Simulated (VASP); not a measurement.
W: single point with PBEsol

The system is W.

```
W
1.0
     2.80966    0.00000    0.00000
     0.00000    4.86387    0.00000
     0.00000    0.00000    4.92370
W
4
Cartesian
  2.2285 2.7391 1.2309
  0.5811 0.3072 1.2309
  0.5811 2.1247 3.6928
  2.2285 4.5567 3.6928
```

| Item | Value |
| --- | --- |
| Program | VASP 6.6.1 |
| Task | single point |
| Functional | PBEsol |
| Potentials or basis | VASP PAW PBE potentials, release 64 (W_sv) |
| Cutoff | 520 eV |
| k mesh | 8 × 5 × 5 |
| Occupations | methfessel-paxton, width 0.1 eV |
| Spin | no spin polarisation |

The pressure is -10.4 GPa and the largest force is 0.024 eV/Å. The band gap on the k mesh is zero (band 28 reaches 11.13 eV, above the bottom of band 29 at 9.84 eV).

Forces on the atoms (eV/Å):
```
W   -0.016 -0.019  0.000
W    0.016 -0.019  0.000
W    0.016  0.019  0.000
W   -0.016  0.019  0.000
```

Stress tensor (GPa, compression positive):
```
-11.94   0.00   0.00
  0.00  -9.40   0.00
  0.00   0.00  -9.77
```

Levels at points of the mesh, in eV from the Fermi level:
```
           k point  band 25  band 26  band 27  band 28  band 29  band 30  band 31  band 32
(0.00, 0.00, 0.00)    -0.46    -0.38    -0.38    -0.35    -0.31    -0.16     0.52     1.53
(0.50, 0.00, 0.00)    -1.84    -1.77    -1.28    -1.07     0.09     0.19     0.52     2.91
```

Wall time 65 s on 1 thread of AMD EPYC 9R14 (Zen 4), with other jobs on the host, peak memory 0.19 GiB.

Caveat: the PAW data sets were made with another functional, which shifts forces and pressure a little; spin-orbit coupling is left out, which moves the levels of the heavy elements.
